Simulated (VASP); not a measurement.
Here is a VASP 6.6.1 calculation.

INCAR

```
PREC = Accurate ; ENCUT = 520
EDIFF = 1E-6 ; ISMEAR = 0
SIGMA = 0.05 ; LREAL = False
LASPH = True ; NELM = 60
ALGO = Normal ; ISIF = 2
LWAVE = False ; LCHARG = False
GGA = PS ; NBANDS = 26
```

KPOINTS

```
regular mesh
0
Gamma
  6 6 6
```

The input POSCAR:

```
AlN
1.0
    4.3771405283      0.0000000000      0.0000000000
    0.0000000000     -4.3771405283      0.0000000000
    0.0000000000      0.0000000000     -4.3771405283
Al N
4 4
Direct
   -0.0407094330      0.1151436644     -0.0407094330
    0.5000000000      0.5000000000      0.0000000000
    0.5000000000      0.0000000000      0.5000000000
    0.0000000000      0.5000000000      0.5000000000
    0.7500000000      0.7500000000      0.7500000000
    0.2500000000      0.2500000000      0.7500000000
    0.2500000000      0.7500000000      0.2500000000
    0.7500000000      0.2500000000      0.2500000000
```

Potentials or basis: VASP PAW PBE potentials, release 64 (Al, N).

The run is started by

```sh
$ cat potpaw_PBE.64/Al/POTCAR potpaw_PBE.64/N/POTCAR > POTCAR
$ mpirun -np 1 vasp_std > vasp.out
```

Question: Predict the largest force.

Answer: 8.036 eV/Å.

Question: Predict the band gap on the k mesh.

Answer: 0.19 eV, indirect (least direct gap 0.28 eV).

Question: What does it give for the pressure?

Answer: 7.7 GPa.

Forces on the atoms (eV/Å):
```
Al   0.877  7.940 -0.877
Al  -1.232 -2.375 -0.752
Al  -0.911  1.526  0.911
Al   0.752 -2.375  1.232
N    0.148 -0.851 -0.148
N    2.531 -1.843  2.129
N   -0.036 -0.179  0.036
N   -2.129 -1.843 -2.531
```

Caveat: the cell differs from its parent crystal (atom 1 (Al) moved by -0.252 Å along [1 1 0] and -0.504 Å along [0 0 1]); the PAW data sets were made with another functional, which shifts forces and pressure a little. A k mesh can miss the band edges.
